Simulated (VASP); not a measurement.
A run of VASP 6.6.1 is set up as follows.

Contents of INCAR:

```
PREC = Accurate
ENCUT = 520
EDIFF = 1E-6
ISMEAR = -1
SIGMA = 0.02
LREAL = F
LASPH = T
NELM = 80
ALGO = Normal
ISIF = 2
LWAVE = F
LCHARG = T
GGA = PE
LELF = T
LVHAR = T
NBANDS = 17
```

Contents of KPOINTS:

```
Automatic mesh
0
Gamma
  6 6 6
```

Contents of POSCAR:

```
SnO
1.0
    0.0000000000      2.6826938220      2.6826938220
    2.6826938220      0.0000000000      2.6826938220
    2.6826938220      2.6826938220      0.0000000000
Sn O
1 1
Direct
    0.0000000000      0.0000000000      0.0000000000
    0.2500000000      0.2500000000      0.2500000000
```

Potentials or basis: VASP PAW PBE potentials, release 64 (Sn_d, O).

The run is started by

```bash
$ cat potpaw_PBE.64/Sn_d/POTCAR potpaw_PBE.64/O/POTCAR > POTCAR
$ mpirun -np 1 vasp_std > vasp.out
```

Task: What does it give for the pressure?

Result: 4.6 GPa.

Task: What does it give for the band gap on the k mesh?

Result: Zero (band 10 reaches 6.53 eV, above the bottom of band 11 at 6.38 eV).

Caveat: spin-orbit coupling is left out, which moves the levels of the heavy elements.
